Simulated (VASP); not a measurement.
A run of VASP 6.6.1 is set up as follows.

File INCAR:

```
  ALGO = Normal
  EDIFF = 1E-7
  ENCUT = 520
  ISIF = 2
  ISMEAR = 1
  LASPH = True
  LCHARG = True
  LELF = True
  LREAL = False
  LVHAR = True
  LWAVE = False
  NBANDS = 13
  NELM = 60
  PREC = Accurate
  SIGMA = 0.1
```

KPOINTS

```
k-points
0
Gamma
  6 6 5
```

Contents of POSCAR:

```
Ge
1.0
    1.3971500000     -2.6005200000      0.0000000000
    1.3971500000      2.6005200000      0.0000000000
    0.0000000000      0.0000000000      2.6982300000
Ge
1
Direct
    0.5000000000      0.5000000000      0.0000000000
```

Potentials or basis: VASP PAW LDA potentials, release 64 (Ge_d).

Command:

```sh
$ cat potpaw_LDA.64/Ge_d/POTCAR > POTCAR
$ mpirun -np 1 vasp_std > vasp.out
```

Task: Estimate the band gap on the k mesh.

Result: Zero (band 7 reaches 12.56 eV, above the bottom of band 8 at 2.78 eV).

Task: Estimate the pressure.

Result: -3.7 GPa.

Stress tensor (GPa, compression positive):
```
 -0.07   0.00   0.00
  0.00 -12.23   0.00
  0.00   0.00   1.31
```

Caveat: the k points lie up to 0.47 Å⁻¹ apart.
